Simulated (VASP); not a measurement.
Hf, 1 atom in the cell. It takes space group I4/mmm (No. 139, tetragonal). The conventional cell has a = 3.610 Å, b = 3.610 Å, c = 3.718 Å, α = 90.00°, β = 90.00°, γ = 90.00°. Within 4.2 Å of Hf (site symmetry 4/mmm) lie 14 Hf at 3.16 to 3.72 Å.  This cell differs from its parent crystal: zz strain of +3 %.

```yaml
Program: VASP 6.6.1
Task: electric field gradients
Functional: PBEsol
Potentials_or_basis: VASP PAW PBE potentials, release 64 (Hf_pv)
Cutoff: 520 eV
k_mesh: 14 × 14 × 14
Occupations: fermi-dirac, width 0.05 eV
Spin: no spin polarisation
Dipole_correction: no
Further_INCAR_settings: ALGO = Normal; EDIFF = 1e-08; NBANDS = 11
```

Potentials or basis: VASP PAW PBE potentials, release 64 (Hf_pv).

Launch:

```console
$ cat potpaw_PBE.64/Hf_pv/POTCAR > POTCAR
$ mpirun -np 1 vasp_std > vasp.out
```

Hardware: 1 thread of Intel(R) Xeon(R) 6975P-C (Granite Rapids), with other jobs on the host.

Q: Estimate the wall time of this run.

A: It took 17 s on 1 thread of Intel(R) Xeon(R) 6975P-C (Granite Rapids) (shared host), peak memory 0.19 GiB. Counts: scf iterations 14, k points 244.
